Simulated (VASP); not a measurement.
# LiH16ClO8 in VASP: a series of runs

LiH16ClO8 is run at these levels: PBE+D3(BJ); tasks: single point.

Program: VASP 6.6.1. These are calculated values, not measurements. Logs are shortened: lines on timing, memory, paths and dates and some standing lists are left out, and cuts for length are marked.

## Step 1: The cell of the first run

The cell holds an amorphous packing of atoms, 26 atoms: a = 6.785 Å, b = 6.785 Å, c = 6.785 Å, α = 90.00°, β = 90.00°, γ = 90.00°.

## Step 2: Single point, PBE+D3(BJ)

The input, INCAR:

```
ALGO     = Normal         # electronic algorithm
EDIFF    = 1E-6           # SCF threshold, eV
ENCUT    = 520            # plane-wave cutoff, eV
GGA      = PE             # functional
ISIF     = 2              # what is computed and relaxed
ISMEAR   = -1             # smearing method
IVDW     = 12             # dispersion correction
LASPH    = T              # aspherical terms in the spheres
LCHARG   = F              # write CHGCAR
LREAL    = Auto         
LWAVE    = F              # write WAVECAR
NBANDS   = 56             # bands
NELM     = 60             # most SCF steps
PREC     = Accurate       # precision mode
SIGMA    = 0.05           # smearing width, eV
```

The input, KPOINTS:

```
k-points
0
Gamma
  1 1 1
```

The input, POSCAR:

```
LiH16ClO8
1.0
    6.7853200000      0.0000000000      0.0000000000
    0.0000000000      6.7853200000      0.0000000000
    0.0000000000      0.0000000000      6.7853200000
O H Li Cl
8 16 1 1
Direct
    0.8846156113      0.1237082407      0.6857008955
    0.3315982150      0.3450242583      0.9586135952
    0.6896948117      0.9187333832      0.1435599205
    0.8540201494      0.3375964582      1.0391845926
   -0.1564701444      0.6201181374      0.5549038218
    0.5339026015      0.4020886266      0.3190564336
    0.3198080562      0.7925934223      0.3865108794
    0.0328355921      0.3039060796      0.3695035754
    0.9693426397      0.1608472408      0.5765977139
    0.9647739532      0.0187758278      0.7451380333
    0.2260468187      0.4470238692      0.9521142702
    0.3986252675      0.3628126603      0.8309556513
    0.8054004822      0.8610352938      0.0628710216
    0.5870025290      0.8891253471      0.0530409767
    0.9036272423      0.3856855683      0.9146068277
    0.8148620846      0.2025696651      1.0290155807
   -0.0731284597      0.5037934836      0.5113833983
   -0.1251820106      0.6304050509      0.6901369427
    0.4920475379      0.4030613147      0.1753933492
    0.6311419358      0.2907600526      0.3255704963
    0.2677839807      0.7859319826      0.2500987426
    0.1913984897      0.7786957726      0.4571339303
    0.1649295833      0.2675629152      0.3278253642
   -0.0439036037      0.3315687396      0.2443215648
    0.6173032370      0.6626806105      0.3877193706
    0.0989636450      0.7584461750      0.9541775480
```

Potentials or basis: VASP PAW PBE potentials, release 64 (O, H, Li_sv, Cl).

The run is started by

```
$ cat potpaw_PBE.64/O/POTCAR potpaw_PBE.64/H/POTCAR potpaw_PBE.64/Li_sv/POTCAR potpaw_PBE.64/Cl/POTCAR > POTCAR
$ mpirun -np 1 vasp_gam > vasp.out
```

OUTCAR:

```text
EDIFF = 1E-6
   ENCUT = 520
   GGA = PE
   ISIF = 2
   ISMEAR = -1
   IVDW = 12
   LASPH = T
   LREAL = Auto
   NELM = 60
   PREC = Accurate
 IVDW          = 12

 ion  position               nearest neighbor table
   1  0.885  0.124  0.686-   9 0.97  10 0.98
   2  0.332  0.345  0.959-  12 0.99  11 1.00
   3  0.690  0.919  0.144-  14 0.95  13 1.03
   4  0.854  0.338  0.039-  16 0.96  15 0.97
   5  0.844  0.620  0.555-  18 0.94  17 1.01  25 1.93
   6  0.534  0.402  0.319-  20 1.00  19 1.02  25 1.91
   7  0.320  0.793  0.387-  21 0.99  22 1.00  25 2.20
   8  0.033  0.304  0.370-  23 0.97  24 1.01
   9  0.969  0.161  0.577-   1 0.97
  10  0.965  0.019  0.745-   1 0.98
  11  0.226  0.447  0.952-   2 1.00
  12  0.399  0.363  0.831-   2 0.99
  13  0.805  0.861  0.063-   3 1.03
  14  0.587  0.889  0.053-   3 0.95
[... 8 lines left out ...]
  23  0.165  0.268  0.328-   8 0.97
  24  0.956  0.332  0.244-   8 1.01
  25  0.617  0.663  0.388-   6 1.91   5 1.93   7 2.20
  26  0.099  0.758  0.954-

  LATTYP: Found a simple cubic cell.
 ALAT       =     6.7853200000

  Lattice vectors:

 A1 = (   6.7853200000,   0.0000000000,   0.0000000000)
 A2 = (   0.0000000000,   6.7853200000,   0.0000000000)
 A3 = (   0.0000000000,   0.0000000000,   6.7853200000)

Analysis of symmetry for initial positions (statically):
=====================================================================
 Subroutine PRICEL returns:
 Original cell was already a primitive cell.

 Routine SETGRP: Setting up the symmetry group for a
 simple cubic supercell.

 Subroutine GETGRP returns: Found  1 space group operations
 (whereof  1 operations were pure point group operations)
 out of a pool of 48 trial point group operations.

The static configuration has the point symmetry C_1 .

Analysis of symmetry for dynamics (positions and initial velocities):
=====================================================================
 Subroutine PRICEL returns:
 Original cell was already a primitive cell.

 Routine SETGRP: Setting up the symmetry group for a
 simple cubic supercell.

 Subroutine GETGRP returns: Found  1 space group operations
 (whereof  1 operations were pure point group operations)
 out of a pool of 48 trial point group operations.

The dynamic configuration has the point symmetry C_1 .

 Subroutine INISYM returns: Found  1 space group operations
[... 123 lines left out ...]
   EDIFFG = 0.1E-04   stopping-criterion for IOM
   NSW    =      0    number of steps for IOM
   IBRION =     -1    ionic relax: 0-MD 1-quasi-New 2-CG
   NFREE  =      0    steps in history (QN), initial steepest desc. (CG)
   ISIF   =      2    stress and relaxation
   ISYM   =      2    0-nonsym 1-usesym 2-fastsym
   POTIM  = 0.5000    time-step for ionic-motion
   TEBEG  =    0.0;   TEEND  =   0.0 temperature during run
   PSTRESS=    0.0 pullay stress
   NELECT =      74.0000    total number of electrons
   NUPDOWN=      -1.0000    fix difference up-down
   EMIN   =  10.00;   EMAX   =-10.00  energy-range for DOS
   EFERMI =   0.00;   METHOD = LEGACY
   ISMEAR =    -1;   SIGMA  =   0.05  broadening in eV -4-tet -1-fermi 0-gaus
   EFERMI_NEDOS =   21; number of points for ismear=-14 and -15
   IALGO  =     38    algorithm
   IMIX   =      4    mixing-type and parameters
     AMIX     =   0.40;   BMIX     =  1.00
     AMIX_MAG =   1.60;   BMIX_MAG =  1.00
  volume/ion in A,a.u.               =      12.02        81.08
  Fermi-wavevector in a.u.,A,eV,Ry     =   1.012935  1.914170 13.960095  1.026038
  Thomas-Fermi vector in A             =   2.146074
   LORBIT       =      0    0 simple, 1 ext, 2 COOP (PROOUT), +10 PAW based schemes
   GGA     = PE    functional components
   LHFCALC =     F    Hartree Fock is set to
   AEXX    =    0.0000 exact exchange contribution
   IVDW    =    12    specifies the selected vdW correction
   LEPSILON=     F    determine dielectric tensor
   LRPA    =     F    only Hartree local field effects (RPA)
 non-spin polarized calculation
  energy-cutoff  :      520.00
  volume of cell :      312.40
 maximum number of plane-waves:      4193
 NGX is ok and might be reduce to    50
   NGX = 25   NGY = 25   NGZ = 25

 number of electron      74.0000009 magnetization

 Free energy of the ion-electron system (eV)
  ---------------------------------------------------
  ext. energy  EPLUGINS =         0.00000000
  ---------------------------------------------------
  free energy    TOTEN  =      -123.59416884 eV

  energy without entropy =     -123.59416884  energy(sigma->0) =     -123.59416884

 E-fermi :  -2.1069     XC(G=0):  -6.5430

 val. band max:       -3.3665061193   @ k =   0.0000   0.0000   0.0000
 cond. band min:       0.8701957884   @ k =   0.0000   0.0000   0.0000
 fundamental gap:      4.2367019077
 Fermi energy:        -2.1068746686

 k-point     1 :       0.0000    0.0000    0.0000
  band No.  band energies     occupation
      1     -46.3579      2.00000
      2     -22.8083      2.00000
      3     -22.5295      2.00000
      4     -22.4541      2.00000
      5     -22.1876      2.00000
      6     -22.0107      2.00000
[... 41 lines left out ...]
     48       6.0517      0.00000
     49       6.3639      0.00000
 [bands above 49 left out]

------------------------ aborting loop because EDIFF is reached ----------------------------------------

 Edisp (eV)   -1.00293

 E8    (eV) :    -0.2364

  FORCE on cell =-STRESS in cart. coord.  units (eV):
  Direction    XX          YY          ZZ          XY          YZ          ZX
  --------------------------------------------------------------------------------------
  -------------------------------------------------------------------------------------
  Total      -3.52596    -2.85909     0.78251     2.74536     0.44403     0.78851
  in kB     -18.08325   -14.66318     4.01321    14.07989     2.27726     4.04397
  external pressure =       -9.58 kB  Pullay stress =        0.00 kB

 VOLUME and BASIS-vectors are now :
 -----------------------------------------------------------------------------
  energy-cutoff  :      520.00
  volume of cell :      312.40
      direct lattice vectors                 reciprocal lattice vectors
     6.785320000  0.000000000  0.000000000     0.147376984  0.000000000  0.000000000
     0.000000000  6.785320000  0.000000000     0.000000000  0.147376984  0.000000000
     0.000000000  0.000000000  6.785320000     0.000000000  0.000000000  0.147376984

 POSITION                                       TOTAL-FORCE (eV/Angst)
 -----------------------------------------------------------------------------------
      6.00240      0.83940      4.65270         0.194122     -0.657318      0.645245
      2.25000      2.34110      6.50450         0.053738      0.564608     -0.571722
      4.67980      6.23390      0.97410         2.113952     -0.783997     -0.383934
      5.79480      2.29070      0.26588        -0.300859      1.101423      0.880455
      5.72362      4.20770      3.76520         0.320172     -1.147839     -1.881763
      3.62270      2.72830      2.16490         0.660580     -0.871993     -0.924874
[... 18 lines left out ...]
      4.18860      4.49650      2.63080        -0.266562      0.419858      0.106888
      0.67150      5.14630      6.47440        -0.348251     -0.147063     -0.127403
 -----------------------------------------------------------------------------------
    total drift:                               -0.003143      0.011750     -0.002771

  FREE ENERGIE OF THE ION-ELECTRON SYSTEM (eV)
  ---------------------------------------------------
  free  energy   TOTEN  =      -124.5971006538 eV

  energy  without entropy=     -124.5971006537  energy(sigma->0) =     -124.59710065
```

OSZICAR:

```text
N       E                     dE             d eps       ncg     rms          rms(c)
DAV:   1     0.659340136974E+03    0.65934E+03   -0.39391E+04   112   0.124E+03
DAV:   2    -0.649822850114E+02   -0.72432E+03   -0.70036E+03   136   0.304E+02
DAV:   3    -0.133082562975E+03   -0.68100E+02   -0.67730E+02   136   0.103E+02
DAV:   4    -0.136454341425E+03   -0.33718E+01   -0.33584E+01   168   0.167E+01
DAV:   5    -0.136590743393E+03   -0.13640E+00   -0.13618E+00   176   0.295E+00    0.215E+01
DAV:   6    -0.123967771746E+03    0.12623E+02   -0.41593E+01   136   0.256E+01    0.839E+00
DAV:   7    -0.123737360100E+03    0.23041E+00   -0.16119E+00   152   0.472E+00    0.536E+00
DAV:   8    -0.123596580459E+03    0.14078E+00   -0.47194E-01   136   0.343E+00    0.844E-01
DAV:   9    -0.123587116350E+03    0.94641E-02   -0.63442E-02   152   0.117E+00    0.304E-01
DAV:  10    -0.123592739398E+03   -0.56230E-02   -0.79921E-03   128   0.403E-01    0.155E-01
DAV:  11    -0.123593975127E+03   -0.12357E-02   -0.10727E-03   136   0.213E-01    0.714E-02
DAV:  12    -0.123594180127E+03   -0.20500E-03   -0.63793E-04   144   0.136E-01    0.255E-02
DAV:  13    -0.123594175863E+03    0.42636E-05   -0.10940E-04   160   0.524E-02    0.151E-02
DAV:  14    -0.123594168792E+03    0.70712E-05   -0.14385E-05   136   0.231E-02    0.614E-03
DAV:  15    -0.123594168839E+03   -0.46903E-07   -0.80145E-06   144   0.170E-02
   1 F= -.12459710E+03 E0= -.12459710E+03  d E =-.384958E-10
```

stdout:

```text
POSCAR found type information on POSCAR O H LiCl
 POSCAR found :  4 types and      26 ions
 scaLAPACK will be used
 LDA part: xc-table for (Slater+PW92), standard interpolation
 POSCAR, INCAR and KPOINTS ok, starting setup
 FFT: planning ... GRIDC
 FFT: planning ... GRID_SOFT
 FFT: planning ... GRID
 WAVECAR not read
 entering main loop
```

Run time: 42 s. Hardware: 1 thread of Intel Xeon 6975P-C, shared host; peak memory 0.33 GiB.

Results:

```
Free energy                : -124.5971 eV
Largest force              : 2.287 eV/Å
Band gap on the k mesh     : 4.24 eV
Dispersion energy per atom : -0.039 eV
```

Forces on the atoms (eV/Å):
```
O    0.194 -0.657  0.645
O    0.054  0.565 -0.572
O    2.114 -0.784 -0.384
O   -0.301  1.101  0.880
O    0.320 -1.148 -1.882
O    0.661 -0.872 -0.925
O   -1.097 -0.132 -0.070
O   -0.090  0.281  0.165
H   -0.096  0.512 -0.827
H   -0.262 -0.067  0.339
H    0.444 -0.093  0.165
H   -0.168 -0.217  0.518
H   -0.462  0.547  1.177
H   -1.468  0.065 -0.698
H    0.069 -0.442 -0.232
H   -0.233 -0.907 -0.660
H   -0.427  0.617 -0.104
H    0.390  0.642  1.767
H   -0.029 -0.322  0.816
H   -0.999  0.958  0.002
H    0.244  0.072 -0.029
H    1.051 -0.001 -0.001
H    0.114  0.170 -0.022
H    0.590 -0.163 -0.048
Li  -0.267  0.420  0.107
Cl  -0.348 -0.147 -0.127
```

Caveat: the k points lie up to 0.93 Å⁻¹ apart; the cutoff is under 1.25 times the usual one of these potentials, so pressure, stress and relaxed cells hold a basis-set (Pulay) error.

## Step 3: Single point, PBE+D3(BJ)

The input, INCAR:

```
SYSTEM = LiH16ClO8
  PREC = Accurate
  ENCUT = 520
  EDIFF = 1E-7
  ISMEAR = -1
  SIGMA = 0.05
  LREAL = Auto
  LASPH = .True.
  NELM = 80
  ALGO = Normal
  ISIF = 2
  LWAVE = .False.
  LCHARG = .True.
  GGA = PE
  IVDW = 12
  LELF = .True.
  LVHAR = .True.
  NBANDS = 56
```

The input, KPOINTS:

```
Automatic mesh
0
Gamma
  1 1 1
  0 0 0
```

The input, POSCAR:

```
LiH16ClO8
1.0
    6.7853200000      0.0000000000      0.0000000000
    0.0000000000      6.7853200000      0.0000000000
    0.0000000000      0.0000000000      6.7853200000
O H Li Cl
8 16 1 1
Direct
    0.8927213455      0.1106064268      0.6920823189
    0.3636084960      0.3550606309      0.9361680805
    0.7145278336      0.8998101784      0.1446652479
    0.8659576851      0.3213702523      1.0408352148
   -0.1832043293      0.6565202525      0.5490824309
    0.5308961110      0.3870856496      0.3134708459
    0.2910990196      0.7498098837      0.3907405988
    0.0597761049      0.3035376371      0.3762534413
    0.9666161655      0.1394923158      0.5722500928
    0.9605147583      0.0150619278      0.7803906080
    0.2793088609      0.4753939387      0.9192344650
    0.2769066160      0.2428477949      0.9635359865
    0.8540938379      0.8721180431      0.1022648895
    0.6527179263      0.9429621595      0.0264983818
    0.8462681200      0.4618794692      1.0486904081
    0.8742697470      0.3180984832      0.9031703737
   -0.0751180490      0.5674013901      0.5304687178
   -0.1527120313      0.7680256790      0.6306261164
    0.4939044879      0.3523931075      0.1651653865
    0.6502125176      0.3154604352      0.3323350999
    0.2860734645      0.8193128695      0.2646743263
    0.2539894950      0.6166695160      0.3553553849
    0.2014496000      0.2783066974      0.3590398095
   -0.0011053274      0.2834796296      0.2502608573
    0.5862509064      0.7190523070      0.3976673171
    0.0996415792      0.7658297619      0.9454528305
```

Potentials or basis: VASP PAW PBE potentials, release 64 (O, H, Li_sv, Cl).

The run is started by

```
$ cat potpaw_PBE.64/O/POTCAR potpaw_PBE.64/H/POTCAR potpaw_PBE.64/Li_sv/POTCAR potpaw_PBE.64/Cl/POTCAR > POTCAR
$ mpirun -np 1 vasp_gam > vasp.out
```

OUTCAR:

```text
SYSTEM = LiH16ClO8
   PREC = Accurate
   ENCUT = 520
   EDIFF = 1E-7
   ISMEAR = -1
   LREAL = Auto
   LASPH = .True.
   NELM = 80
   ISIF = 2
   GGA = PE
   IVDW = 12
 IVDW          = 12

 ion  position               nearest neighbor table
   1  0.893  0.111  0.692-   9 0.98  10 1.00
   2  0.364  0.355  0.936-  12 0.98  11 1.00
   3  0.715  0.900  0.145-  14 0.95  13 1.01  25 2.28
   4  0.866  0.321  0.041-  16 0.94  15 0.96
   5  0.817  0.657  0.549-  17 0.96  18 0.96  25 1.92
   6  0.531  0.387  0.313-  20 0.95  19 1.06
   7  0.291  0.750  0.391-  22 0.97  21 0.98  25 2.01
   8  0.060  0.304  0.376-  24 0.96  23 0.98
   9  0.967  0.139  0.572-   1 0.98
  10  0.961  0.015  0.780-   1 1.00
  11  0.279  0.475  0.919-   2 1.00
  12  0.277  0.243  0.964-   2 0.98
  13  0.854  0.872  0.102-   3 1.01
  14  0.653  0.943  0.026-   3 0.95
[... 8 lines left out ...]
  23  0.201  0.278  0.359-   8 0.98
  24  0.999  0.283  0.250-   8 0.96
  25  0.586  0.719  0.398-   5 1.92   7 2.01   3 2.28
  26  0.100  0.766  0.945-

  LATTYP: Found a simple cubic cell.
 ALAT       =     6.7853200000

  Lattice vectors:
[... 207 lines left out ...]
 fundamental gap:      4.1902894233
 Fermi energy:        -1.9265569687

 k-point     1 :       0.0000    0.0000    0.0000
  band No.  band energies     occupation
      1     -46.4985      2.00000
      2     -22.8638      2.00000
      3     -22.6820      2.00000
      4     -22.5289      2.00000
      5     -22.3413      2.00000
      6     -22.1447      2.00000
[... 41 lines left out ...]
     48       6.1152      0.00000
     49       6.2825      0.00000
 [bands above 49 left out]

------------------------ aborting loop because EDIFF is reached ----------------------------------------

 Edisp (eV)   -1.00110

 E8    (eV) :    -0.2354

  FORCE on cell =-STRESS in cart. coord.  units (eV):
  Direction    XX          YY          ZZ          XY          YZ          ZX
  --------------------------------------------------------------------------------------
  -------------------------------------------------------------------------------------
  Total       0.20589    -2.85872     1.69449    -0.52751     1.32639     0.77655
  in kB       1.05593   -14.66127     8.69040    -2.70538     6.80255     3.98263
  external pressure =       -1.64 kB  Pullay stress =        0.00 kB

 VOLUME and BASIS-vectors are now :
 -----------------------------------------------------------------------------
  energy-cutoff  :      520.00
  volume of cell :      312.40
      direct lattice vectors                 reciprocal lattice vectors
     6.785320000  0.000000000  0.000000000     0.147376984  0.000000000  0.000000000
     0.000000000  6.785320000  0.000000000     0.000000000  0.147376984  0.000000000
     0.000000000  0.000000000  6.785320000     0.000000000  0.000000000  0.147376984

 POSITION                                       TOTAL-FORCE (eV/Angst)
 -----------------------------------------------------------------------------------
      6.05740      0.75050      4.69600        -0.655665     -0.414450      0.878186
      2.46720      2.40920      6.35220        -0.179902      0.196030      0.252561
      4.84830      6.10550      0.98160         0.722988     -0.690311      1.168312
      5.87580      2.18060      0.27708        -0.264109      0.613475      1.825932
      5.54222      4.45470      3.72570        -1.673759     -0.003756     -0.643622
      3.60230      2.62650      2.12700        -1.458671      0.168366     -2.287051
[... 18 lines left out ...]
      3.97790      4.87900      2.69830         0.150262     -0.349864     -0.402784
      0.67610      5.19640      6.41520         0.059205      0.078083      0.068648
 -----------------------------------------------------------------------------------
    total drift:                               -0.007591      0.001204     -0.006098

  FREE ENERGIE OF THE ION-ELECTRON SYSTEM (eV)
  ---------------------------------------------------
  free  energy   TOTEN  =      -124.4593763503 eV

  energy  without entropy=     -124.4593763503  energy(sigma->0) =     -124.45937635
```

stdout:

```text
POSCAR found type information on POSCAR O H LiCl
 POSCAR found :  4 types and      26 ions
 scaLAPACK will be used
 LDA part: xc-table for (Slater+PW92), standard interpolation
 POSCAR, INCAR and KPOINTS ok, starting setup
 FFT: planning ... GRIDC
 FFT: planning ... GRID_SOFT
 FFT: planning ... GRID
 WAVECAR not read
 entering main loop
```

Wall time 59 s (1 thread of Intel Xeon 6975P-C, shared host); peak memory 0.33 GiB.

What came out:

| Quantity | Value |
| --- | --- |
| Free energy | -124.4594 eV |
| Largest force | 3.072 eV/Å |
| Band gap on the k mesh | 4.19 eV |
| Dispersion energy per atom | -0.039 eV |

Forces in eV/Å, atoms in the order of the input:
```
O   -0.656 -0.414  0.878
O   -0.180  0.196  0.253
O    0.723 -0.690  1.168
O   -0.264  0.613  1.826
O   -1.674 -0.004 -0.644
O   -1.459  0.168 -2.287
O    0.803  0.452  0.049
O    1.211  0.134  1.573
H    0.497 -0.006 -0.121
H    0.295  0.314 -0.681
H    0.219 -0.679  0.226
H   -0.109  0.438 -0.359
H   -0.546 -0.050  0.201
H   -0.559  0.429 -0.883
H   -0.026  0.859  0.761
H    0.257 -1.378 -2.734
H    0.737 -0.204  0.096
H    0.904  0.303  0.501
H    0.387  0.881  1.824
H    0.781 -0.628  0.289
H   -0.486 -0.042 -0.199
H   -0.246 -0.375 -0.042
H   -0.316  0.101  0.140
H   -0.503 -0.146 -1.502
Li   0.150 -0.350 -0.403
Cl   0.059  0.078  0.069
```

Levels at points of the mesh, in eV from the valence-band top:
```
           k point  band 34  band 35  band 36  band 37  band 38  band 39  band 40  band 41
(0.00, 0.00, 0.00)    -0.58    -0.25    -0.06     0.00     4.19     6.99     7.18     7.44
```

Caveat: the k points lie up to 0.93 Å⁻¹ apart; the cutoff is under 1.25 times the usual one of these potentials, so pressure, stress and relaxed cells hold a basis-set (Pulay) error.

[end of part 1 of 2]
